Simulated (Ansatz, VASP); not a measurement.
**Hf: VASP beside Ansatz**

```xyz
2
Lattice="3.1208 0.0000 0.0000 -1.5604 2.7027 0.0000 0.0000 0.0000 4.9388" Properties=species:S:1:pos:R:3 pbc="T T T"
Hf    0.0000    1.8018    1.2347
Hf    1.5604    0.9009    3.7041
```

Alike in both runs: task relaxation of cell and atoms; functional LDA; k mesh 15 × 15 × 8; occupations fermi-dirac, width 0.15 eV; no spin polarisation.

|  | VASP | Ansatz |
| --- | --- | --- |
| version | VASP 6.6.1 | Ansatz 0.2.0 |
| potentials or method | VASP PAW LDA potentials, release 64 (Hf_pv), cutoff 600 eV | scalar-relativistic, plane waves, PAW |
| valence electrons in the cell | 20 | 52 |

```csv
,VASP,Ansatz,Ansatz less VASP
"gap on the k mesh at the Fermi level, each at its own relaxed structure (eV)",none,none,-
relaxed volume (Å³/atom),20.87,20.85,-0.016
relaxed cell length with the largest relative difference (Å),3.117,3.116,-0.0010
```

LDA's correlation is that of Perdew and Zunger in VASP and of Perdew and Wang (1992) in Ansatz. A gap of «none» marks a metal or a gap that the smearing closes. VASP's potentials hold 20 valence electrons a cell and Ansatz's 52, so a difference there can come from the potentials and not from the codes.

Spin-orbit coupling is off throughout.
